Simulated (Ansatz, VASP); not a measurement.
## ZrO2: VASP beside Ansatz

```
Zr O
1.0
     0.00000    2.56535    2.56535
     2.56535    0.00000    2.56535
     2.56535    2.56535    0.00000
Zr O
1 2
Direct
  0.00000 0.00000 0.00000
  0.25000 0.25000 0.25000
  0.75000 0.75000 0.75000
```

Alike in both runs: task single point; functional PBEsol; k mesh 8 × 8 × 8; occupations gaussian, width 0.05 eV; no spin polarisation.

|  | VASP | Ansatz |
| --- | --- | --- |
| version | VASP 6.6.1 | Ansatz 0.2.0 |
| potentials or method | VASP PAW PBE potentials, release 64 (Zr_sv, O), cutoff 600 eV | scalar-relativistic, plane waves, PAW |
| valence electrons in the cell | 24 | 24 |

Ansatz gave:

| Property | Result |
| --- | --- |
| gap on the k mesh at the Fermi level (eV) | 3.22 |
| least direct gap on the mesh (eV) | 3.63 |
| pressure (GPa) | -9.2 |

What did VASP give for the same quantities?

gap on the k mesh at the Fermi level (eV): 3.22; least direct gap on the mesh (eV): 3.62; pressure (GPa): -9.0.

VASP's potentials were made for PBE, not for PBEsol.
